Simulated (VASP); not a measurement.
# Be2H3 (P-3m1) in VASP: a series of runs

Runs on Be2H3. Level: PBE. Tasks: relaxation of cell and atoms.

All numbers are computed with VASP 6.6.1; they aren't measurements. Logs are shortened: lines on timing, memory, paths and dates and some standing lists are left out, and cuts for length are marked.

## (1) The cell of the first run

Symmetry: P-3m1, No. 164, trigonal system. Conventional cell: a = 2.471 Å, b = 2.471 Å, c = 5.763 Å, α = 90.00°, β = 90.00°, γ = 120.00°. Within 2.1 Å of Be (site symmetry 3m) lie 6 H at 1.59 to 1.80 Å. H (site symmetry -3m) has 6 Be at 1.80 Å and 12 H at 2.31 to 2.47 Å within 2.5 Å. Within 2.1 Å of H (site symmetry 3m) lie 3 Be at 1.59 Å.

## (2) Relaxation of cell and atoms, PBE

INCAR

```
PREC = Accurate
ENCUT = 600
EDIFF = 1E-7
ISMEAR = 0
SIGMA = 0.1
LREAL = False
LASPH = True
NELM = 80
ALGO = Normal
ISIF = 3
LWAVE = False
LCHARG = False
GGA = PE
IBRION = 2
NSW = 100
EDIFFG = -0.01
```

KPOINTS

```
regular mesh
0
Gamma
  18 18 8
```

POSCAR

```
Be2H3
1.0
    2.4709289904      0.0000000000      0.0000000000
   -1.2354644952      2.1398872766      0.0000000000
    0.0000000000      0.0000000000      5.7626020974
Be H
2 3
Direct
    0.3333333333      0.6666666667      0.1906986741
    0.6666666667      0.3333333333      0.8093013259
    0.0000000000      0.0000000000      0.0000000000
    0.3333333333      0.6666666667      0.6858057663
    0.6666666667      0.3333333333      0.3141942337
```

Potentials or basis: VASP PAW PBE potentials, release 64 (Be, H).

Started as:

```
$ cat potpaw_PBE.64/Be/POTCAR potpaw_PBE.64/H/POTCAR > POTCAR
$ mpirun -np 1 vasp_std > vasp.out
```

OUTCAR:

```text
PREC = Accurate
   ENCUT = 600
   EDIFF = 1E-7
   ISMEAR = 0
   LREAL = False
   LASPH = True
   NELM = 80
   ISIF = 3
   GGA = PE
   IBRION = 2
   NSW = 100
   EDIFFG = -0.01

 ion  position               nearest neighbor table
   1  0.333  0.667  0.191-   5 1.59   5 1.59   5 1.59
   2  0.667  0.333  0.809-   4 1.59   4 1.59   4 1.59
   3  0.000  0.000  0.000-
   4  0.333  0.667  0.686-   2 1.59   2 1.59   2 1.59
   5  0.667  0.333  0.314-   1 1.59   1 1.59   1 1.59

  LATTYP: Found a hexagonal cell.
 ALAT       =     2.4709289904
 C/A-ratio  =     2.3321601389

  Lattice vectors:

 A1 = (   2.4709289904,   0.0000000000,   0.0000000000)
 A2 = (  -1.2354644952,   2.1398872766,   0.0000000000)
 A3 = (   0.0000000000,   0.0000000000,   5.7626020974)

Analysis of symmetry for initial positions (statically):
=====================================================================
 Subroutine PRICEL returns:
 Original cell was already a primitive cell.

 Routine SETGRP: Setting up the symmetry group for a
 hexagonal supercell.

 Subroutine GETGRP returns: Found 12 space group operations
 (whereof 12 operations were pure point group operations)
 out of a pool of 24 trial point group operations.

The static configuration has the point symmetry D_3d.

Analysis of symmetry for dynamics (positions and initial velocities):
=====================================================================
 Subroutine PRICEL returns:
 Original cell was already a primitive cell.

 Routine SETGRP: Setting up the symmetry group for a
 hexagonal supercell.

 Subroutine GETGRP returns: Found 12 space group operations
 (whereof 12 operations were pure point group operations)
 out of a pool of 24 trial point group operations.

The dynamic configuration has the point symmetry D_3d.

 Subroutine INISYM returns: Found 12 space group operations
 (whereof 12 operations are pure point group operations),
 and found     1 'primitive' translations

----------------------------------------------------------------------------------------

                                     Primitive cell

  volume of cell :      30.4698

  direct lattice vectors                    reciprocal lattice vectors
     2.470928990  0.000000000  0.000000000     0.404706086  0.233657168  0.000000000
    -1.235464495  2.139887277  0.000000000     0.000000000  0.467314335  0.000000000
     0.000000000  0.000000000  5.762602097     0.000000000  0.000000000  0.173532717

  length of vectors
     2.470928990  2.470928990  5.762602097     0.467314335  0.467314335  0.173532717

  position of ions in fractional coordinates (direct lattice)
     0.333333333  0.666666667  0.190698674
     0.666666667  0.333333333  0.809301326
     0.000000000  0.000000000  0.000000000
     0.333333333  0.666666667  0.685805766
     0.666666667  0.333333333  0.314194234

  ion indices of the primitive-cell ions
   primitive index   ion index
                 1           1
                 2           2
                 3           3
                 4           4
                 5           5

----------------------------------------------------------------------------------------

 KPOINTS: regular mesh

Automatic generation of k-mesh.
 Grid dimensions read from file:
 generate k-points for:   18   18    8

 Generating k-lattice:

  Cartesian coordinates                     Fractional coordinates (reciprocal lattice)
     0.022483671  0.012980954  0.000000000     0.055555556  0.000000000  0.000000000
     0.000000000  0.025961908  0.000000000     0.000000000  0.055555556  0.000000000
     0.000000000  0.000000000  0.021691590     0.000000000  0.000000000  0.125000000

  Length of vectors
     0.025961908  0.025961908  0.021691590

  Shift w.r.t. Gamma in fractional coordinates (k-lattice)
     0.000000000  0.000000000  0.000000000

 Subroutine IBZKPT returns following result:
 ===========================================

 Found    266 irreducible k-points:

 Following reciprocal coordinates:
            Coordinates               Weight
  0.000000  0.000000  0.000000      1.000000
  0.055556  0.000000  0.000000      6.000000
  0.111111  0.000000  0.000000      6.000000
  0.166667 -0.000000  0.000000      6.000000
  0.222222 -0.000000  0.000000      6.000000
  0.277778  0.000000  0.000000      6.000000
[... 16 lines left out ...]
  0.333333  0.111111  0.000000     12.000000
  0.388889  0.111111  0.000000     12.000000
 [... further k-points ...]
   k-points           NKPTS =    266   k-points in BZ     NKDIM =    266   number of bands    NBANDS=      7
   number of dos      NEDOS =    301   number of ions     NIONS =      5
   total plane-waves  NPLWV =  19200
   dimension x,y,z NGX =    20 NGY =   20 NGZ =   48
   dimension x,y,z NGXF=    40 NGYF=   40 NGZF=   96
   ions per type =               2   3
   NGX,Y,Z   is equivalent  to a cutoff of  13.46, 13.46, 13.85 a.u.
   NGXF,Y,Z  is equivalent  to a cutoff of  26.91, 26.91, 27.70 a.u.
 SYSTEM =  unknown system
   PREC   = accura    normal or accurate (medium, high low for compatibility)
   ISTART =      0    job   : 0-new  1-cont  2-samecut
   ICHARG =      2    charge: 1-file 2-atom 10-const
   ISPIN  =      1    spin polarized calculation?
   LNONCOLLINEAR =      F non collinear calculations
   LSORBIT =      F    spin-orbit coupling
   LASPH  =      T    aspherical Exc in radial PAW
   ENCUT  =  600.0 eV  44.10 Ry    6.64 a.u.   4.94  4.94 11.51*2*pi/ulx,y,z
   NELM   =     80;   NELMIN=  2; NELMDL= -5     # of ELM steps
   EDIFF  = 0.1E-06   stopping-criterion for ELM
   LREAL  =      F    real-space projection
   EDIFFG = -.1E-01   stopping-criterion for IOM
   NSW    =    100    number of steps for IOM
   IBRION =      2    ionic relax: 0-MD 1-quasi-New 2-CG
   NFREE  =      1    steps in history (QN), initial steepest desc. (CG)
   ISIF   =      3    stress and relaxation
   ISYM   =      2    0-nonsym 1-usesym 2-fastsym
   POTIM  = 0.5000    time-step for ionic-motion
   TEBEG  =    0.0;   TEEND  =   0.0 temperature during run
   PSTRESS=    0.0 pullay stress
   NELECT =       7.0000    total number of electrons
   NUPDOWN=      -1.0000    fix difference up-down
   EMIN   =  10.00;   EMAX   =-10.00  energy-range for DOS
   EFERMI =   0.00;   METHOD = LEGACY
   ISMEAR =     0;   SIGMA  =   0.10  broadening in eV -4-tet -1-fermi 0-gaus
   EFERMI_NEDOS =   21; number of points for ismear=-14 and -15
   IALGO  =     38    algorithm
   IMIX   =      4    mixing-type and parameters
     AMIX     =   0.40;   BMIX     =  1.00
     AMIX_MAG =   1.60;   BMIX_MAG =  1.00
  volume/ion in A,a.u.               =       6.09        41.12
  Fermi-wavevector in a.u.,A,eV,Ry     =   1.002654  1.894741 13.678130  1.005314
  Thomas-Fermi vector in A             =   2.135155
   LORBIT       =      0    0 simple, 1 ext, 2 COOP (PROOUT), +10 PAW based schemes
   GGA     = PE    functional components
   LHFCALC =     F    Hartree Fock is set to
   AEXX    =    0.0000 exact exchange contribution
   IVDW    =     0    specifies the selected vdW correction
   LEPSILON=     F    determine dielectric tensor
   LRPA    =     F    only Hartree local field effects (RPA)
 conjugate gradient relaxation of ions
 non-spin polarized calculation
 Gauss-broadening in eV      SIGMA  =   0.10
  energy-cutoff  :      600.00
  volume of cell :       30.47
 maximum number of plane-waves:      1044
   NGX =  9   NGY =  9   NGZ = 23

--------------------------------------- Ionic step        1  -------------------------------------------

 number of electron       6.9999999 magnetization

 Free energy of the ion-electron system (eV)
  ---------------------------------------------------
  ext. energy  EPLUGINS =         0.00000000
  ---------------------------------------------------
  free energy    TOTEN  =       -15.68845972 eV

  energy without entropy =      -15.68391276  energy(sigma->0) =      -15.68618624

------------------------ aborting loop because EDIFF is reached ----------------------------------------

  FORCE on cell =-STRESS in cart. coord.  units (eV):
  Direction    XX          YY          ZZ          XY          YZ          ZX
  --------------------------------------------------------------------------------------
  -------------------------------------------------------------------------------------
  Total        0.0844281      0.0844281     -0.0785691      0.0000000      0.0000000     -0.0000000
  in kB        4.4394383      4.4394383     -4.1313544      0.0000000      0.0000000     -0.0000000
  external PRESSURE =       1.5825074 kB  Pullay stress =       0.0000000 kB
[... 141 lines left out ...]
  energy  without entropy=      -15.6842151048  energy(sigma->0) =      -15.68652258

--------------------------------------- Ionic step        5  -------------------------------------------

 number of electron       7.0000000 magnetization

 Free energy of the ion-electron system (eV)
  ---------------------------------------------------
  ext. energy  EPLUGINS =         0.00000000
  ---------------------------------------------------
  free energy    TOTEN  =       -15.68888149 eV

  energy without entropy =      -15.68426066  energy(sigma->0) =      -15.68657107

 E-fermi :   4.9804     XC(G=0):  -9.6327

 val. band max:        4.9803568009   @ k =  -0.1667  -0.4444   0.1250
 cond. band min:       4.9855962809   @ k =   0.3889   0.1111   0.0000
 fundamental gap:      0.0052394800
 Fermi energy:         4.9804205064

 k-point     1 :       0.0000    0.0000    0.0000
  band No.  band energies     occupation
      1      -8.7361      2.00000
      2      -4.9544      2.00000
      3      -3.9334      2.00000
      4       8.3422      0.00000
      5      10.8631      0.00000
      6      16.7471      0.00000
      7      16.7471      0.00000
[... 221 lines left out ...]
 k-point    24 :       0.3889    0.1111    0.0000
  band No.  band energies     occupation
      1      -3.9514      2.00000
      2      -1.9724      2.00000
      3       0.5406      2.00000
      4       4.2436      2.00000
      5       4.9856      0.94165
      6       7.3086      0.00000
      7       9.9251      0.00000

 [... further k-points ...]
[... 5 lines left out ...]
  --------------------------------------------------------------------------------------
  -------------------------------------------------------------------------------------
  Total       -0.0161121     -0.0161121     -0.0356504      0.0000000      0.0000000     -0.0000000
  in kB       -0.8463631     -0.8463631     -1.8727043      0.0000000      0.0000000     -0.0000000
  external PRESSURE =      -1.1884769 kB  Pullay stress =       0.0000000 kB
[... 20 lines left out ...]
  FREE ENERGIE OF THE ION-ELECTRON SYSTEM (eV)
  ---------------------------------------------------
  free  energy   TOTEN  =       -15.6888814855 eV

  energy  without entropy=      -15.6842606582  energy(sigma->0) =      -15.68657107

 reached required accuracy - stopping structural energy minimisation
```

It took 61 s on 1 thread of Intel Xeon 6975P-C (Granite Rapids), shared host; peak memory 0.2 GiB.

Results:

| Property | Result |
| --- | --- |
| Free energy | -15.6889 eV |
| Relaxed volume | 6.10 Å³/atom |
| Relaxed cell | a = 2.475 Å, b = 2.475 Å, c = 5.747 Å, α = 90.00°, β = 90.00°, γ = 120.00° |
| Space group after relaxing (to 0.1 Å) | P-3m1 (No. 164) |
| Energy gained by relaxing | 0.1 meV/atom |
| Ionic steps | 5 |
| Pressure after relaxing | -0.1 GPa |
| Largest force after relaxing | 0.009 eV/Å |
| Band gap on the k mesh | zero (an odd number of electrons rules out a gap without spin polarisation) |

Forces on the atoms (eV/Å):
```
Be   0.000  0.000  0.007
Be   0.000  0.000 -0.007
H    0.000  0.000  0.000
H    0.000  0.000 -0.009
H    0.000  0.000  0.009
```

Step by step:
| step | energy change (eV) | largest force (eV/Å) | pressure (GPa) | volume (Å³) |
| --- | --- | --- | --- | --- |
| 1 | 0.0000 | 0.0268 | 0.16 | 30.47 |
| 2 | -0.0002 | 0.0147 | 0.02 | 30.50 |
| 3 | -0.0004 | 0.0075 | -0.21 | 30.54 |
| 4 | -0.0004 | 0.0066 | -0.18 | 30.53 |
| 5 | -0.0004 | 0.0090 | -0.12 | 30.50 |

Final structure:
```cif
data_structure
_symmetry_space_group_name_H-M 'P 1'
_symmetry_Int_Tables_number 1
_cell_length_a 2.4754
_cell_length_b 2.4754
_cell_length_c 5.7475
_cell_angle_alpha 90.000
_cell_angle_beta 90.000
_cell_angle_gamma 120.000
_cell_volume 30.50
loop_
_atom_site_label
_atom_site_type_symbol
_atom_site_fract_x
_atom_site_fract_y
_atom_site_fract_z
_atom_site_occupancy
Be1 Be 0.33333 0.66667 0.19017 1
Be2 Be 0.66667 0.33333 0.80983 1
H1 H 0.00000 0.00000 0.00000 1
H2 H 0.33333 0.66667 0.68528 1
H3 H 0.66667 0.33333 0.31472 1
```

Caveat: an odd number of electrons without spin polarisation forces a metal; a magnetic or distorted state may lie lower.

## (3) Relaxation of cell and atoms, PBE

This run uses another cell than the first one, of 6.11 Å³/atom.

INCAR

```
SYSTEM = Be2H3
PREC = Accurate
ENCUT = 600
EDIFF = 1E-6
ISMEAR = 0
SIGMA = 0.1
LREAL = .FALSE.
LASPH = .TRUE.
NELM = 80
ALGO = Normal
ISIF = 3
LWAVE = .FALSE.
LCHARG = .FALSE.
GGA = PE
IBRION = 2
NSW = 100
EDIFFG = -0.01
```

KPOINTS

```
Automatic mesh
0
G
  18 18 8
  0 0 0
```

POSCAR

```
Be2H3
1.0
    2.4734787854      0.0000000000      0.0000000000
   -1.2367393927      2.1420954639      0.0000000000
    0.0000000000      0.0000000000      5.7632085904
Be H
2 3
Direct
    0.3333333333      0.6666666667      0.1916000884
    0.6666666667      0.3333333333      0.8083999116
    0.0000000000      0.0000000000      0.0000000000
    0.3333333333      0.6666666667      0.6849068824
    0.6666666667      0.3333333333      0.3150931176
```

Potentials or basis: VASP PAW PBE potentials, release 64 (Be, H).

Started as:

```
$ cat potpaw_PBE.64/Be/POTCAR potpaw_PBE.64/H/POTCAR > POTCAR
$ mpirun -np 1 vasp_std > vasp.out
```

Wall time 64 s (1 thread of Intel Xeon 6975P-C (Granite Rapids), shared host); peak memory 0.2 GiB.

The run converged. Its results:

| Item | Value |
| --- | --- |
| Free energy | -15.6891 eV |
| Relaxed volume | 6.08 Å³/atom |
| Relaxed cell | a = 2.474 Å, b = 2.474 Å, c = 5.729 Å, α = 90.00°, β = 90.00°, γ = 120.00° |
| Space group after relaxing (to 0.1 Å) | P-3m1 (No. 164) |
| Energy gained by relaxing | 0.2 meV/atom |
| Ionic steps | 7 |
| Pressure after relaxing | 0.0 GPa |
| Largest force after relaxing | 0.008 eV/Å |
| Band gap on the k mesh | zero (an odd number of electrons rules out a gap without spin polarisation) |

Forces on the atoms (eV/Å):
```
Be   0.000  0.000  0.007
Be   0.000  0.000 -0.007
H    0.000  0.000  0.000
H    0.000  0.000 -0.008
H    0.000  0.000  0.008
```

Stress tensor (GPa, compression positive):
```
 0.03  0.00  0.00
 0.00  0.03  0.00
 0.00  0.00 -0.12
```

Step by step:
| step | energy change (eV) | largest force (eV/Å) | pressure (GPa) | volume (Å³) |
| --- | --- | --- | --- | --- |
| 1 | 0.0000 | 0.0428 | -0.21 | 30.54 |
| 2 | -0.0004 | 0.0272 | -0.16 | 30.50 |
| 3 | -0.0007 | 0.0130 | -0.05 | 30.43 |
| 4 | -0.0007 | 0.0117 | -0.05 | 30.43 |
| 5 | -0.0007 | 0.0117 | -0.06 | 30.43 |
| 6 | -0.0007 | 0.0111 | -0.05 | 30.42 |
| 7 | -0.0008 | 0.0081 | -0.02 | 30.38 |

Final structure:
```
Be H
1.0
     2.47427    0.00000    0.00000
    -1.23713    2.14278    0.00000
     0.00000    0.00000    5.72940
Be H
2 3
Direct
  0.33333 0.66667 0.19074
  0.66667 0.33333 0.80926
  0.00000 0.00000 0.00000
  0.33333 0.66667 0.68426
  0.66667 0.33333 0.31574
```

Levels at points of the mesh, in eV from the Fermi level:
| k point | band 1 | band 2 | band 3 | band 4 | band 5 | band 6 |
| --- | --- | --- | --- | --- | --- | --- |
| (0.00, 0.00, 0.00) | -13.73 | -9.92 | -8.94 | 3.39 | 5.95 | 11.78 |
| (0.50, 0.00, 0.00) | -8.69 | -7.33 | -4.13 | -0.79 | -0.53 | 1.28 |
| (0.00, 0.00, 0.50) | -13.46 | -11.37 | -7.00 | 0.15 | 11.21 | 11.86 |
| (0.50, 0.00, 0.50) | -8.70 | -7.10 | -4.89 | -1.32 | 0.96 | 2.50 |

Caveat: an odd number of electrons without spin polarisation forces a metal; a magnetic or distorted state may lie lower.
